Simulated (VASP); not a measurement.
The system is In3SbTe2.

```
In Sb Te
1.0
     6.31615    0.00000    0.00000
    -3.15807    5.46994    0.00000
     0.00000    0.00000    6.00907
In Sb Te
3 1 2
Cartesian
  3.1581 0.0000 5.5231
  -1.5790 2.7350 5.5231
  1.5790 2.7350 5.5231
  0.0000 0.0000 1.4469
  0.0000 3.6466 1.1039
  3.1581 1.8233 1.1039
```

The cell was built from a structure type or drawn by symmetry, and may not be a known phase.

| Property | Result |
| --- | --- |
| Program | VASP 6.6.1 |
| Task | relaxation of cell and atoms |
| Functional | PBE |
| Potentials or basis | VASP PAW PBE potentials, release 64 (In_d, Sb, Te) |
| Cutoff | 600 eV |
| k mesh | 3 × 3 × 4 |
| Occupations | gaussian, width 0.1 eV |
| Spin | no spin polarisation |

At the start: pressure 21.8 GPa; volume 34.60 Å³/atom.

**Question.** How do energy, volume and symmetry change on relaxing?

**Answer.** Over 32 steps the energy falls by 1453.7 meV/atom and the volume is 32.29 Å³/atom (-6.7 %); space group P6mm (No. 183, to 0.1 Å) before and after.

The path:
```tsv
step	energy change (eV)	largest force (eV/Å)	pressure (GPa)	volume (Å³)
1	0.0000	11.6377	21.84	207.61
2	-4.3225	0.9678	-4.04	383.46
3	-7.4494	0.5244	-2.27	280.94
4	-7.4870	0.5156	-1.97	276.96
5	-7.5131	0.7704	-1.30	269.37
6	-7.8352	0.7407	-1.28	258.07
7	-8.4695	0.3928	-0.11	224.52
8	-8.4877	0.3948	0.63	216.47
9	-8.4890	0.3958	0.49	217.75
10	-8.5207	0.2931	-0.35	221.38
11	-8.5221	0.2929	-0.55	222.33
12	-8.5530	0.2275	-0.47	219.28
13	-8.6204	0.0524	-0.11	210.22
14	-8.6194	0.2077	1.19	192.54
15	-8.6387	0.2518	0.56	199.83
16	-8.6578	0.2332	0.19	199.72
17	-8.6651	0.1747	-0.14	199.51
18	-8.6687	0.1836	0.00	198.55
19	-8.6718	0.1981	0.32	196.58
20	-8.6740	0.1988	0.29	196.70
21	-8.6795	0.1953	0.19	197.03
22	-8.6862	0.1637	0.00	197.69
23	-8.6794	0.0585	-0.33	198.96
24	-8.6870	0.1412	-0.08	198.02
25	-8.6930	0.1236	-0.14	197.92
26	-8.7068	0.0551	-0.31	197.63
27	-8.7121	0.0941	-0.59	197.03
28	-8.7137	0.0448	-0.51	197.24
29	-8.7191	0.0753	0.30	191.87
30	-8.7209	0.0599	0.02	193.57
31	-8.7219	0.0474	-0.02	193.65
32	-8.7222	0.0397	-0.05	193.73
```

Final structure:
```cif
data_structure
_symmetry_space_group_name_H-M 'P 1'
_symmetry_Int_Tables_number 1
_cell_length_a 5.9834
_cell_length_b 5.9834
_cell_length_c 6.2483
_cell_angle_alpha 90.000
_cell_angle_beta 90.000
_cell_angle_gamma 120.000
_cell_volume 193.73
loop_
_atom_site_label
_atom_site_type_symbol
_atom_site_fract_x
_atom_site_fract_y
_atom_site_fract_z
_atom_site_occupancy
In1 In 0.50000 0.00000 0.84219 1
In2 In 0.00000 0.50000 0.84219 1
In3 In 0.50000 0.50000 0.84219 1
Sb1 Sb 0.00000 0.00000 0.22753 1
Te1 Te 0.33333 0.66667 0.30576 1
Te2 Te 0.66667 0.33333 0.30576 1
```

Caveat: the k points lie up to 0.40 Å⁻¹ apart in the final cell, too coarse for converged energies and pressures of a metal.
